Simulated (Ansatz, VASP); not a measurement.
Two plane-wave programs on Sr3P

```xyz
4
Lattice="5.1230 0.0000 0.0000 0.0000 5.1230 0.0000 0.0000 0.0000 5.1230" Properties=species:S:1:pos:R:3 pbc="T T T"
Sr    0.0000    2.5615    2.5615
Sr    2.5615    0.0000    2.5615
Sr    2.5615    2.5615    0.0000
P     0.0000    0.0000    0.0000
```

Alike in both runs: functional PBE; k mesh 10 × 10 × 10; occupations gaussian, width 0.1 eV; no spin polarisation.

Ansatz relaxed the structure, and its values are those at the end. VASP's run is a single point on that final structure, the one shown.

|  | VASP | Ansatz |
| --- | --- | --- |
| version | VASP 6.6.1 | Ansatz 0.2.0 |
| potentials or method | VASP PAW PBE potentials, release 64 (Sr_sv, P), cutoff 520 eV | scalar-relativistic, plane waves, PAW |
| valence electrons in the cell | 35 | 35 |

Ansatz gave:

* gap on the k mesh at the Fermi level (eV): none
* pressure (GPa): 0.0

Q: Estimate VASP's values.

A: gap on the k mesh at the Fermi level (eV): none; pressure (GPa): 0.1.

A gap of «none» marks a metal or a gap that the smearing closes. The functional is the same, so the differences come from potentials, cutoffs and numerics.
